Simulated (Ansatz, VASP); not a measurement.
**One calculation of ZrB, two programs**

INCAR

```
ALGO = Normal
EDIFF = 1E-6
EDIFFG = -0.04
ENCUT = 600
GGA = PE
IBRION = 2
ISIF = 3
ISMEAR = 0
LASPH = T
LCHARG = F
LREAL = F
LWAVE = F
NELM = 60
NSW = 90
PREC = Accurate
SIGMA = 0.1
```

KPOINTS

```
k-points
0
Gamma
  6 6 6
```

The input POSCAR:

```
ZrB
1.0
    2.9432651143      0.0000000000      0.0000000000
    0.0000000000      2.9432651143      0.0000000000
    0.0000000000      0.0000000000      2.9432651143
Zr B
1 1
Direct
    0.0000000000      0.0000000000      0.0000000000
    0.5000000000      0.5000000000      0.5000000000
```

Input for Ansatz:

```yaml
crystal:
  lattice:
    - [2.9432651143, 0.0, 0.0]
    - [0.0, 2.9432651143, 0.0]
    - [0.0, 0.0, 2.9432651143]
  atoms:
    - { symbol: Zr, position: [0.0, 0.0, 0.0] }
    - { symbol: B, position: [0.5, 0.5, 0.5] }
basis:
  ecutwfc: 420
kpoints:
  mp_grid: { grid: [6, 6, 6] }
hamiltonian:
  xc: pbe
scf:
  occupations: { method: gaussian, width: 0.1 }
  lower_state_search: "off"
output:
  forces: true
  stress: true
  eigenvalues: true
relax:
  adjacent_minimum: "off"
  f_tol: 0.04
  max_steps: 70
  cell: { stress_tol: 0.4 }
```

Alike in both runs: task relaxation of cell and atoms; functional PBE; k mesh 6 × 6 × 6; occupations gaussian, width 0.1 eV; no spin polarisation.

|  | VASP | Ansatz |
| --- | --- | --- |
| version | VASP 6.6.1 | Ansatz 0.2.0 |
| potentials or method | VASP PAW PBE potentials, release 64 (Zr_sv, B), cutoff 600 eV | scalar-relativistic, plane waves, PAW |
| valence electrons in the cell | 15 | 15 |

Ansatz gave:

```
gap on the k mesh at the Fermi level, each at its own relaxed structure (eV) : none
relaxed volume (Å³/atom)                                                     : 13.85
relaxed cell length with the largest relative difference (Å)                 : 3.026
```

Task: Estimate VASP's values.

Result: gap on the k mesh at the Fermi level, each at its own relaxed structure (eV): none; relaxed volume (Å³/atom): 13.89; relaxed cell length with the largest relative difference (Å): 3.029.

A gap of «none» marks a metal or a gap that the smearing closes.
